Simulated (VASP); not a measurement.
Crystal: PdRuPt3.

```
CELL_PARAMETERS angstrom
4.14823 0.00000 0.00000
0.00000 4.14823 0.00000
0.00000 0.00000 4.14823
ATOMIC_POSITIONS crystal
Ru 0.50000 0.50000 0.50000
Pd 0.00000 0.00000 0.00000
Pt 0.00000 0.50000 0.50000
Pt 0.50000 0.00000 0.50000
Pt 0.50000 0.50000 0.00000
```

- Program: VASP 6.6.1
- Task: relaxation of cell and atoms
- Functional: PBE
- Potentials or basis: VASP PAW PBE potentials, release 64 (Ru_pv, Pd, Pt)
- Cutoff: 600 eV
- k mesh: 4 × 4 × 4
- Occupations: gaussian, width 0.1 eV
- Spin: no spin polarisation

At the start: pressure 128.5 GPa; volume 14.28 Å³/atom.

Where does the relaxation end?

Over 8 steps the energy falls by 1871.3 meV/atom and the volume is 21.16 Å³/atom (+48.2 %); space group Pm-3m (No. 221, to 0.05 Å).

The path:
```csv
step,energy change (eV),largest force (eV/Å),pressure (GPa),volume (Å³)
1,0.0000,0.0000,128.53,71.38
2,3.5789,0.0000,-8.96,267.12
3,-0.0723,0.0000,-12.50,212.34
4,-3.7200,0.0000,-16.13,171.70
5,-9.1047,0.0000,-7.17,114.31
6,-9.0608,0.0000,11.22,98.11
7,-9.3507,0.0000,-1.42,107.19
8,-9.3565,0.0000,0.13,105.81
```

Final structure:
```xyz
5
Lattice="4.7298 0.0000 0.0000 0.0000 4.7298 0.0000 0.0000 0.0000 4.7298" Properties=species:S:1:pos:R:3 pbc="T T T"
Ru    2.3649    2.3649    2.3649
Pd    0.0000    0.0000    0.0000
Pt    0.0000    2.3649    2.3649
Pt    2.3649    0.0000    2.3649
Pt    2.3649    2.3649    0.0000
```

Caveat: the k points lie up to 0.33 Å⁻¹ apart in the final cell; the volume moved by over 15 % at a fixed basis, so the end points are rough.
